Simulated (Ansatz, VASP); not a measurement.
## One calculation of HgTe, two programs

```
Hg Te
1.0
     0.00000    3.32021    3.12679
     3.32021    0.00000    3.12679
     3.32021    3.32021    0.00000
Hg Te
1 1
Direct
  0.00000 0.00000 0.00000
  0.75000 0.75000 0.75000
```

Change from the starting cell: strain +0.030 along x and y, -0.030 along z, atoms carried along.

Alike in both runs: task single point; functional PBEsol; k mesh 14 × 14 × 14; occupations gaussian, width 0.15 eV; no spin polarisation.

```csv
,VASP,Ansatz
version,VASP 6.6.1,Ansatz 0.2.0
potentials or method,"VASP PAW PBE potentials, release 64 (Hg, Te), cutoff 520 eV","scalar-relativistic, plane waves, PAW"
valence electrons in the cell,18,36
```

```tsv
	VASP	Ansatz	Ansatz less VASP
gap on the k mesh at the Fermi level (eV)	none	none	-
pressure (GPa)	0.1	0.0	-0.10
traceless stress, the component that is largest in VASP (GPa)	0.57	0.57	+0.002
```

VASP's potentials were made for PBE, not for PBEsol. A gap of «none» marks a metal or a gap that the smearing closes. VASP's potentials hold 18 valence electrons a cell and Ansatz's 36, so a difference there can come from the potentials and not from the codes.

Neither program's run includes spin-orbit coupling.
